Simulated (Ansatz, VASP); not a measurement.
Two plane-wave programs on InSb

```xyz
2
Lattice="2.9648 0.0000 0.0000 0.0000 2.9648 0.0000 0.0000 0.0000 6.7074" Properties=species:S:1:pos:R:3 pbc="T T T"
In    0.0000    0.0000    0.0000
Sb    0.0000    0.0000    3.3537
```

Alike in both runs: task single point; functional LDA; k mesh 16 × 16 × 8; occupations gaussian, width 0.15 eV; no spin polarisation.

|  | VASP | Ansatz |
| --- | --- | --- |
| version | VASP 6.6.1 | Ansatz 0.2.0 |
| potentials or method | VASP PAW LDA potentials, release 64 (In_d, Sb), cutoff 520 eV | scalar-relativistic, plane waves, PAW |
| valence electrons in the cell | 18 | 28 |

```tsv
	VASP	Ansatz	Ansatz less VASP
gap on the k mesh at the Fermi level (eV)	none	none	-
pressure (GPa)	-2.0	-2.0	-0.07
traceless stress, the component that is largest in VASP (GPa)	-5.71	-5.60	+0.107
```

Ansatz warns that its potentials were made for another functional, while VASP's fit it. LDA's correlation is that of Perdew and Zunger in VASP and of Perdew and Wang (1992) in Ansatz. A gap of «none» marks a metal or a gap that the smearing closes. VASP's potentials hold 18 valence electrons a cell and Ansatz's 28, so a difference there can come from the potentials and not from the codes.

Neither program's run includes spin-orbit coupling.
